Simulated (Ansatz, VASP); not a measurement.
# Cs: VASP beside Ansatz

Contents of INCAR:

```
PREC = Accurate
ENCUT = 520
EDIFF = 1E-6
ISMEAR = 0
SIGMA = 0.15
LREAL = False
LASPH = True
NELM = 80
ALGO = Fast
ISIF = 2
LWAVE = False
LCHARG = False
GGA = PS
NBANDS = 10
```

File KPOINTS:

```
Automatic mesh
0
Gamma
  12 12 12
```

The input POSCAR:

```
Cs
1.0
   -3.1736250000      3.1736250000      2.8713750000
    3.1736250000     -3.1736250000      2.8713750000
    3.1736250000      3.1736250000     -2.8713750000
Cs
1
Direct
    0.0000000000      0.0000000000      0.0000000000
```

Input for Ansatz:

```yaml
crystal:
  lattice:
    - [-3.173625, 3.173625, 2.871375]
    - [3.173625, -3.173625, 2.871375]
    - [3.173625, 3.173625, -2.871375]
  atoms:
    - { symbol: Cs, position: [0.0, 0.0, 0.0] }
basis:
  ecutwfc: 420
kpoints:
  mp_grid: { grid: [12, 12, 12] }
hamiltonian:
  xc: pbesol
scf:
  occupations: { method: gaussian, width: 0.15 }
output:
  forces: true
  stress: true
  eigenvalues: true
```

Change from the starting cell: strain +0.050 along x and y, -0.050 along z, atoms carried along.

Alike in both runs: task single point; functional PBEsol; k mesh 12 × 12 × 12; occupations gaussian, width 0.15 eV; no spin polarisation.

```csv
,VASP,Ansatz
version,VASP 6.6.1,Ansatz 0.2.0
potentials or method,"VASP PAW PBE potentials, release 64 (Cs_sv), cutoff 520 eV","scalar-relativistic, plane waves, PAW"
valence electrons in the cell,9,9
```

|  | VASP | Ansatz | Ansatz less VASP |
| --- | --- | --- | --- |
| gap on the k mesh at the Fermi level (eV) | none | none | - |
| pressure (GPa) | -0.1 | -0.1 | +0.01 |

VASP's potentials were made for PBE, not for PBEsol. A gap of «none» marks a metal or a gap that the smearing closes. The functional is the same, so the differences come from potentials, cutoffs and numerics.

Neither program's run includes spin-orbit coupling.
